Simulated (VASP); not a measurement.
# CuSi64 (a cell with a defect) in VASP: single point with PBEsol

Aim: the single point of CuSi64 (a cell with a defect) with PBEsol.

All numbers are computed with VASP 6.6.1; they aren't measurements. Logs are shortened: lines on timing, memory, paths and dates and some standing lists are left out, and cuts for length are marked.

### Step 1. The cell of the first run

The cell holds a defect, 65 atoms: a = 10.866 Å, b = 10.866 Å, c = 10.866 Å, α = 90.00°, β = 90.00°, γ = 90.00°.

### Step 2. Single point, PBEsol

Input file INCAR:

```
PREC = Accurate
ENCUT = 520
EDIFF = 1E-6
ISMEAR = -1
SIGMA = 0.05
LREAL = Auto
LASPH = True
NELM = 120
ALGO = Normal
ISIF = 2
LWAVE = False
LCHARG = False
GGA = PS
NELECT = 266.0
NBANDS = 172
GGA_COMPAT = False
```

Input file KPOINTS:

```
Automatic mesh
0
Gamma
  1 1 1
```

Input file POSCAR:

```
CuSi64
1.0
   10.8655790000      0.0000000000      0.0000000000
    0.0000000000     10.8655790000      0.0000000000
    0.0000000000      0.0000000000     10.8655790000
Si Cu
64 1
Direct
    0.9996340000      0.9995870000      0.9993540000
    0.0039830000      0.0039300000      0.5014460000
    0.0039650000      0.5016480000      0.0037550000
    0.9998560000      0.5004070000      0.5001880000
    0.5015080000      0.0040540000      0.0039690000
    0.5004270000      0.9999740000      0.5000860000
    0.5004640000      0.5003360000      0.9995630000
    0.5130370000      0.5131610000      0.5128290000
    0.1244820000      0.1246570000      0.1242500000
    0.1279540000      0.1281170000      0.6296550000
    0.1278630000      0.6300820000      0.1278090000
    0.1255600000      0.6253380000      0.6250860000
    0.6296250000      0.1283080000      0.1279950000
    0.6252430000      0.1257670000      0.6250450000
    0.6253230000      0.6252960000      0.1253370000
    0.6368770000      0.6371800000      0.6368480000
    0.2470970000      0.2470530000      0.9941670000
    0.2477760000      0.2479710000      0.4944770000
    0.2504140000      0.7496280000      0.9955940000
    0.2487250000      0.7482360000      0.4971760000
    0.7495770000      0.2503740000      0.9956640000
    0.7482480000      0.2487990000      0.4971260000
    0.7485920000      0.7488290000      0.9975230000
    0.7534490000      0.7533790000      0.4972530000
    0.3722900000      0.3727260000      0.1181580000
    0.3789930000      0.3790600000      0.6227630000
    0.3752690000      0.8741550000      0.1219710000
    0.3748940000      0.8738260000      0.6216360000
    0.8740780000      0.3754510000      0.1218330000
    0.8735600000      0.3750300000      0.6217700000
    0.8737430000      0.8741580000      0.1222370000
    0.8778640000      0.8780810000      0.6230800000
    0.2469090000      0.9945110000      0.2467750000
    0.2503610000      0.9958990000      0.7493580000
    0.2476460000      0.4948070000      0.2475870000
    0.2486350000      0.4973700000      0.7480280000
    0.7494430000      0.9959870000      0.2502020000
    0.7485380000      0.9979250000      0.7484800000
    0.7481830000      0.4973660000      0.2485150000
    0.7533780000      0.4976230000      0.7531430000
    0.3722720000      0.1184260000      0.3723160000
    0.3754030000      0.1220530000      0.8739170000
    0.3789730000      0.6230060000      0.3786530000
    0.3749190000      0.6219150000      0.8734110000
    0.8741030000      0.1220340000      0.3752440000
    0.8738910000      0.1224640000      0.8737630000
    0.8736420000      0.6219630000      0.3746740000
    0.8779630000      0.6233260000      0.8778050000
    0.9942330000      0.2469840000      0.2467660000
    0.9957010000      0.2504400000      0.7494060000
    0.9956410000      0.7498310000      0.2501550000
    0.9977620000      0.7487810000      0.7484640000
    0.4943710000      0.2482140000      0.2479170000
    0.4973570000      0.2488010000      0.7480870000
    0.4974880000      0.7482960000      0.2484850000
    0.4972560000      0.7535630000      0.7532080000
    0.1182130000      0.3724470000      0.3721100000
    0.1220350000      0.3753560000      0.8739520000
    0.1221010000      0.8741580000      0.3751550000
    0.1225630000      0.8739600000      0.8736840000
    0.6228150000      0.3790780000      0.3788330000
    0.6221070000      0.3749580000      0.8733670000
    0.6220290000      0.8736680000      0.3747760000
    0.6230740000      0.8781490000      0.8777950000
    0.3874920000      0.3886140000      0.3882740000
```

Potentials or basis: VASP PAW PBE potentials, release 64 (Si, Cu).

On the command line:

```
> cat potpaw_PBE.64/Si/POTCAR potpaw_PBE.64/Cu/POTCAR > POTCAR
> mpirun -np 1 vasp_gam > vasp.out
```

OUTCAR:

```text
PREC = Accurate
   ENCUT = 520
   EDIFF = 1E-6
   ISMEAR = -1
   LREAL = Auto
   LASPH = True
   NELM = 120
   ISIF = 2
   GGA = PS
   NELECT = 266.0

 ion  position               nearest neighbor table
   1  1.000  1.000  0.999-  31 2.35  46 2.35  60 2.35   9 2.35
   2  0.004  0.004  0.501-  32 2.34  59 2.35  45 2.35  10 2.36
   3  0.004  0.502  0.004-  48 2.34  29 2.35  58 2.35  11 2.36
   4  1.000  0.500  0.500-  30 2.34  47 2.34  57 2.35  12 2.36
   5  0.502  0.004  0.004-  64 2.34  27 2.35  42 2.35  13 2.36
   6  0.500  1.000  0.500-  63 2.34  28 2.34  41 2.35  14 2.36
   7  0.500  0.500  1.000-  62 2.34  44 2.34  25 2.35  15 2.36
   8  0.513  0.513  0.513-  16 2.33  65 2.35  61 2.38  26 2.38  43 2.38
   9  0.124  0.125  0.124-   1 2.35  17 2.35  33 2.35  49 2.35
  10  0.128  0.128  0.630-  34 2.35  50 2.35  18 2.36   2 2.36
  11  0.128  0.630  0.128-  19 2.35  51 2.35  35 2.36   3 2.36
  12  0.126  0.625  0.625-  20 2.35  36 2.35  52 2.35   4 2.36
  13  0.630  0.128  0.128-  37 2.35  21 2.35  53 2.36   5 2.36
  14  0.625  0.126  0.625-  22 2.35  54 2.35  38 2.35   6 2.36
  15  0.625  0.625  0.125-  39 2.35  55 2.35  23 2.35   7 2.36
  16  0.637  0.637  0.637-   8 2.33  40 2.34  24 2.35  56 2.35
  17  0.247  0.247  0.994-  42 2.34  58 2.34  25 2.35   9 2.35
[... 32 lines left out ...]
  50  0.996  0.250  0.749-  46 2.35  30 2.35  10 2.35  58 2.36
  51  0.996  0.750  0.250-  31 2.35  47 2.35  11 2.35  59 2.36
  52  0.998  0.749  0.748-  12 2.35  32 2.35  48 2.35  60 2.35
  53  0.494  0.248  0.248-  13 2.36  41 2.36  25 2.36  61 2.45  65 2.45
  54  0.497  0.249  0.748-  14 2.35  26 2.35  42 2.35  62 2.36
  55  0.497  0.748  0.248-  15 2.35  43 2.35  27 2.35  63 2.36
  56  0.497  0.754  0.753-  16 2.35  44 2.35  28 2.35  64 2.35
  57  0.118  0.372  0.372-   4 2.35  49 2.35  35 2.36  18 2.36  65 2.94
  58  0.122  0.375  0.874-  17 2.34   3 2.35  36 2.35  50 2.36
  59  0.122  0.874  0.375-  33 2.34   2 2.35  20 2.35  51 2.36
  60  0.123  0.874  0.874-  34 2.35  19 2.35   1 2.35  52 2.35
  61  0.623  0.379  0.379-  39 2.35  22 2.35   8 2.38  53 2.45  65 2.56
  62  0.622  0.375  0.873-   7 2.34  21 2.35  40 2.35  54 2.36
  63  0.622  0.874  0.375-   6 2.34  37 2.35  24 2.35  55 2.36
  64  0.623  0.878  0.878-   5 2.34  38 2.35  23 2.35  56 2.35
  65  0.387  0.389  0.388-   8 2.35  18 2.44  35 2.44  53 2.45  43 2.55  26 2.55  61 2.56  57 2.94
                            25 2.94  41 2.95

  LATTYP: Found a simple cubic cell.
 ALAT       =    10.8655790000

  Lattice vectors:

 A1 = (  10.8655790000,   0.0000000000,   0.0000000000)
 A2 = (   0.0000000000,  10.8655790000,   0.0000000000)
 A3 = (   0.0000000000,   0.0000000000,  10.8655790000)

Analysis of symmetry for initial positions (statically):
=====================================================================
 Subroutine PRICEL returns:
[... 234 lines left out ...]
   TEBEG  =    0.0;   TEEND  =   0.0 temperature during run
   PSTRESS=    0.0 pullay stress
   NELECT =     266.0000    total number of electrons
   NUPDOWN=      -1.0000    fix difference up-down
   EMIN   =  10.00;   EMAX   =-10.00  energy-range for DOS
   EFERMI =   0.00;   METHOD = LEGACY
   ISMEAR =    -1;   SIGMA  =   0.05  broadening in eV -4-tet -1-fermi 0-gaus
   EFERMI_NEDOS =   21; number of points for ismear=-14 and -15
   IALGO  =     38    algorithm
   IMIX   =      4    mixing-type and parameters
     AMIX     =   0.40;   BMIX     =  1.00
     AMIX_MAG =   1.60;   BMIX_MAG =  1.00
  volume/ion in A,a.u.               =      19.74       133.18
  Fermi-wavevector in a.u.,A,eV,Ry     =   0.968982  1.831111 12.774873  0.938927
  Thomas-Fermi vector in A             =   2.098997
   LORBIT       =      0    0 simple, 1 ext, 2 COOP (PROOUT), +10 PAW based schemes
   GGA     = PS    functional components
   LHFCALC =     F    Hartree Fock is set to
   AEXX    =    0.0000 exact exchange contribution
   IVDW    =     0    specifies the selected vdW correction
   LEPSILON=     F    determine dielectric tensor
   LRPA    =     F    only Hartree local field effects (RPA)
 non-spin polarized calculation
  energy-cutoff  :      520.00
  volume of cell :     1282.80
 maximum number of plane-waves:     17253
 NGX is ok and might be reduce to    84
   NGX = 41   NGY = 41   NGZ = 41

 number of electron     265.9999999 magnetization

 Free energy of the ion-electron system (eV)
  ---------------------------------------------------
  ext. energy  EPLUGINS =         0.00000000
  ---------------------------------------------------
  free energy    TOTEN  =      -369.94575125 eV

  energy without entropy =     -369.87659067  energy(sigma->0) =     -369.91117096

 E-fermi :   6.0603     XC(G=0):  -9.5850

 val. band max:        5.8922345259   @ k =   0.0000   0.0000   0.0000
 cond. band min:       6.1784110062   @ k =   0.0000   0.0000   0.0000
 fundamental gap:      0.2861764803
 Fermi energy:         6.0602952294

 k-point     1 :       0.0000    0.0000    0.0000
  band No.  band energies     occupation
      1      -6.1400      2.00000
      2      -5.2414      2.00000
      3      -5.0322      2.00000
      4      -4.9954      2.00000
      5      -4.9947      2.00000
      6      -4.9816      2.00000
[... 137 lines left out ...]
    144       6.9866      0.00000
    145       6.9875      0.00000
 [bands above 145 left out]

------------------------ aborting loop because EDIFF is reached ----------------------------------------

  FORCE on cell =-STRESS in cart. coord.  units (eV):
  Direction    XX          YY          ZZ          XY          YZ          ZX
  --------------------------------------------------------------------------------------
  -------------------------------------------------------------------------------------
  Total       -0.5294862     -0.5591608     -0.5396582     -0.6141710     -0.6538232     -0.6414850
  in kB       -0.6613123     -0.6983750     -0.6740168     -0.7670810     -0.8166054     -0.8011955
  external PRESSURE =      -0.6779014 kB  Pullay stress =       0.0000000 kB

 VOLUME and BASIS-vectors are now :
 -----------------------------------------------------------------------------
  energy-cutoff  :      520.00
  volume of cell :     1282.80
      direct lattice vectors                 reciprocal lattice vectors
    10.865579000  0.000000000  0.000000000     0.092033752  0.000000000  0.000000000
     0.000000000 10.865579000  0.000000000     0.000000000  0.092033752  0.000000000
     0.000000000  0.000000000 10.865579000     0.000000000  0.000000000  0.092033752

 POSITION                                       TOTAL-FORCE (eV/Angst)
 -----------------------------------------------------------------------------------
     10.86160     10.86109     10.85856        -0.002078      0.001810     -0.003148
      0.04328      0.04270      5.44850        -0.001663      0.001977      0.010229
      0.04308      5.45070      0.04080        -0.002227      0.014042      0.000659
     10.86401      5.43721      5.43483         0.002992     -0.000970     -0.007808
      5.44917      0.04405      0.04313         0.013620     -0.000574     -0.007040
      5.43743     10.86530      5.43372        -0.003490      0.003777      0.000272
[... 57 lines left out ...]
      6.77006      9.54160      9.53775        -0.010308     -0.025914     -0.019740
      4.21032      4.22252      4.21882        -0.012682     -0.023245     -0.024814
 -----------------------------------------------------------------------------------
    total drift:                               -0.017163     -0.020669     -0.033556

  FREE ENERGIE OF THE ION-ELECTRON SYSTEM (eV)
  ---------------------------------------------------
  free  energy   TOTEN  =      -369.9457512493 eV

  energy  without entropy=     -369.8765906743  energy(sigma->0) =     -369.91117096
```

Wall time 18 min (1 thread of AMD EPYC 7R43 (Zen 3), shared host); peak memory 1 GiB.

What came out:

```yaml
Free_energy: -369.9458 eV
Largest_force: 0.065 eV/Å
```

Forces on the atoms (eV/Å):
```
Si  -0.002  0.002 -0.003
Si  -0.002  0.002  0.010
Si  -0.002  0.014  0.001
Si   0.003 -0.001 -0.008
Si   0.014 -0.001 -0.007
Si  -0.003  0.004  0.000
Si  -0.004  0.003  0.007
Si   0.004  0.002  0.006
Si  -0.005 -0.010 -0.004
Si  -0.015 -0.011 -0.015
Si  -0.013 -0.019 -0.013
Si  -0.018 -0.011 -0.010
Si  -0.020 -0.012 -0.011
Si  -0.010 -0.020 -0.010
Si  -0.014 -0.009 -0.021
Si  -0.011 -0.014 -0.013
Si   0.009  0.017  0.003
Si   0.031  0.030  0.034
Si   0.017  0.017  0.007
Si   0.022  0.021  0.002
Si   0.017  0.016  0.006
Si   0.014  0.024  0.009
Si   0.021  0.016  0.011
Si   0.016  0.023  0.005
Si  -0.001 -0.015  0.006
Si  -0.048 -0.043 -0.007
Si  -0.009 -0.009 -0.005
Si  -0.021 -0.018  0.000
Si  -0.009 -0.019 -0.002
Si  -0.009 -0.019 -0.006
Si  -0.007 -0.014  0.010
Si  -0.018 -0.025 -0.011
Si   0.012  0.002  0.016
Si   0.017  0.009  0.016
Si   0.033  0.039  0.032
Si   0.022  0.010  0.019
Si   0.019  0.008  0.015
Si   0.020  0.010  0.020
Si   0.018  0.011  0.023
Si   0.018  0.003  0.023
Si   0.001  0.008 -0.008
Si  -0.015 -0.001 -0.006
Si  -0.045 -0.006 -0.039
Si  -0.020 -0.001 -0.011
Si  -0.007 -0.002 -0.018
Si  -0.009  0.010 -0.011
Si  -0.011 -0.001 -0.017
Si  -0.021 -0.010 -0.025
Si   0.005  0.015  0.013
Si   0.004  0.016  0.021
Si   0.005  0.018  0.015
Si   0.010  0.019  0.022
Si   0.034  0.033  0.028
Si   0.008  0.020  0.014
Si   0.000  0.018  0.021
Si   0.006  0.022  0.019
Si   0.014 -0.004  0.002
Si  -0.001 -0.015 -0.012
Si  -0.008 -0.010 -0.013
Si   0.005 -0.013 -0.009
Si  -0.005 -0.045 -0.045
Si  -0.006 -0.022 -0.010
Si  -0.003 -0.014 -0.023
Si  -0.010 -0.026 -0.020
Cu  -0.013 -0.023 -0.025
```

Caveat: the k points lie up to 0.58 Å⁻¹ apart; the cell carries a net charge on a neutralising background, which shifts energy and pressure; the cell is charged against a uniform background, so pressure and absolute levels hang on convention; the PAW data sets were made with another functional, which shifts forces and pressure a little.
